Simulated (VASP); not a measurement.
# LiNbO3: relaxation of shape and atoms at fixed volume with PBE

The system is LiNbO3.

```
Li Nb O
1.0
     2.56854    1.48295    4.62430
    -2.56854    1.48295    4.62430
     0.00000   -2.96589    4.62430
Li Nb O
2 2 6
Direct
  0.28160 0.28160 0.28160
  0.78160 0.78160 0.78160
  0.00045 0.00045 0.00045
  0.50045 0.50045 0.50045
  0.11044 0.35817 0.72115
  0.72115 0.11044 0.35817
  0.35817 0.72115 0.11044
  0.22115 0.85817 0.61044
  0.85817 0.61044 0.22115
  0.61044 0.22115 0.85817
```

| Quantity | Value |
| --- | --- |
| Program | VASP 6.6.1 |
| Task | relaxation of shape and atoms at fixed volume |
| Functional | PBE |
| Potentials or basis | VASP PAW PBE potentials, release 64 (Li_sv, Nb_sv, O) |
| Cutoff | 600 eV |
| k mesh | 6 × 6 × 6 |
| Occupations | gaussian, width 0.02 eV |
| Spin | no spin polarisation |
| Dipole correction | no |
| Further INCAR settings | ALGO = Normal; EDIFF = 1e-06; IBRION = 2; EDIFFG = -0.01; NSW = 50; ISIF = 4 |

The energy gained by relaxing is 2.9 meV/atom, the ionic steps are 6 and the pressure after relaxing is 3.0 GPa. The largest force after relaxing is 0.010 eV/Å. The band gap on the k mesh is 3.57 eV (least direct gap 3.60 eV).

Forces in eV/Å, atoms in the order of the input:
```
Li   0.000  0.000  0.006
Li   0.000  0.000  0.006
Nb   0.000  0.000 -0.010
Nb   0.000  0.000 -0.010
O   -0.003  0.007  0.001
O   -0.004 -0.006  0.001
O    0.007 -0.001  0.001
O   -0.007 -0.001  0.001
O    0.003  0.007  0.001
O    0.004 -0.006  0.001
```

Stress tensor (GPa, compression positive):
```
2.95 0.00 0.00
0.00 2.95 0.00
0.00 0.00 3.05
```

Step by step:
```csv
step,energy change (eV),largest force (eV/Å),pressure (GPa),volume (Å³)
1,0.0000,0.4150,5.87,105.68
2,-0.0210,0.1647,2.93,105.68
3,-0.0232,0.1005,3.59,105.68
4,-0.0259,0.0696,3.39,105.68
5,-0.0284,0.0045,2.92,105.68
6,-0.0287,0.0098,2.98,105.68
```

Final structure:
```
Li Nb O
1.0
     2.56766    1.48244    4.62748
    -2.56766    1.48244    4.62748
     0.00000   -2.96488    4.62748
Li Nb O
2 2 6
Cartesian
  0.0000 0.0000 3.9099
  0.0000 0.0000 10.8511
  0.0000 0.0000 13.8819
  0.0000 0.0000 6.9407
  -0.6612 -1.4365 5.5077
  1.5746 0.1457 5.5077
  -0.9135 1.2908 5.5077
  -1.6542 -0.1916 7.8214
  0.6612 1.5284 7.8214
  0.9930 -1.3368 7.8214
```

Levels at points of the mesh, in eV from the valence-band top:
| k point | band 32 | band 33 | band 34 | band 35 | band 36 | band 37 |
| --- | --- | --- | --- | --- | --- | --- |
| (0.00, 0.00, 0.00) | -0.54 | -0.01 | -0.01 | 3.59 | 3.59 | 4.03 |
| (0.50, 0.00, 0.00) | -0.29 | -0.19 | -0.19 | 3.86 | 3.86 | 4.69 |
| (0.50, 0.50, 0.00) | -0.66 | -0.47 | -0.22 | 3.66 | 4.08 | 4.57 |
| (0.50, 0.50, 0.50) | -0.30 | -0.30 | -0.30 | 4.61 | 4.61 | 4.82 |

It took 9.7 min on 1 thread of Intel(R) Xeon(R) 6975P-C (Granite Rapids) (shared host), peak memory 0.41 GiB.

Caveat: the cutoff is under 1.25 times the usual one of these potentials, so pressure, stress and relaxed cells hold a basis-set (Pulay) error. A k mesh can miss the band edges.
